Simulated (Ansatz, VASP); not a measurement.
**Si2Mo in VASP and in Ansatz**

INCAR

```
SYSTEM = Si2Mo
  PREC = Accurate
  ENCUT = 520
  EDIFF = 1E-6
  ISMEAR = 0
  SIGMA = 0.15
  LREAL = .False.
  LASPH = .True.
  NELM = 100
  ALGO = Normal
  ISIF = 2
  LWAVE = .False.
  LCHARG = .False.
  GGA = PE
  NBANDS = 18
```

The input KPOINTS:

```
regular mesh
0
Gamma
  18 18 18
  0 0 0
```

File POSCAR:

```
Si2Mo
1.0
   -1.6298787326      1.6298787326      3.9366136217
    1.6298787326     -1.6298787326      3.9366136217
    1.6298787326      1.6298787326     -3.9366136217
Si Mo
2 1
Direct
    0.3350971189      0.2981058086     -0.0369913103
    0.6649028811      0.7018941914      0.0369913103
    0.0000000000      0.0000000000      0.0000000000
```

Input for Ansatz:

```yaml
crystal:
  lattice:
    - [-1.6298787326, 1.6298787326, 3.9366136217]
    - [1.6298787326, -1.6298787326, 3.9366136217]
    - [1.6298787326, 1.6298787326, -3.9366136217]
  atoms:
    - { symbol: Si, position: [0.3350971189, 0.2981058086, -0.0369913103] }
    - { symbol: Si, position: [0.6649028811, 0.7018941914, 0.0369913103] }
    - { symbol: Mo, position: [0.0, 0.0, 0.0] }
basis:
  ecutwfc: 420
kpoints:
  mp_grid: { grid: [18, 18, 18] }
hamiltonian:
  xc: pbe
  pseudopotentials: { kind: paw, azcp: { folder: soft_1 } }
scf:
  occupations: { method: gaussian, width: 0.15 }
output:
  forces: true
  stress: true
  eigenvalues: true
```

Change from the starting cell: mode 7 frozen in at -0.119 Å, equal normal strain along x and y +0.0133.

Alike in both runs: task single point; functional PBE; k mesh 18 × 18 × 18; occupations gaussian, width 0.15 eV; no spin polarisation.

|  | VASP | Ansatz |
| --- | --- | --- |
| version | VASP 6.6.1 | Ansatz 0.2.0 |
| potentials or method | VASP PAW PBE potentials, release 64 (Si, Mo_sv), cutoff 520 eV | scalar-relativistic, plane waves, PAW |
| valence electrons in the cell | 22 | 22 |

Ansatz gave:

| Quantity | Value |
| --- | --- |
| gap on the k mesh at the Fermi level (eV) | none |
| pressure (GPa) | -3.2 |
| traceless stress, the component that is largest in VASP (GPa) | 2.34 |
| rms of the force components (eV/Å) | 0.543 |

Problem. What did VASP give for the same quantities?

Solution. gap on the k mesh at the Fermi level (eV): none; pressure (GPa): -3.1; traceless stress, the component that is largest in VASP (GPa): 2.33; rms of the force components (eV/Å): 0.543.

Atom by atom the forces differ by 0.002 eV/Å (rms over components). A gap of «none» marks a metal or a gap that the smearing closes.
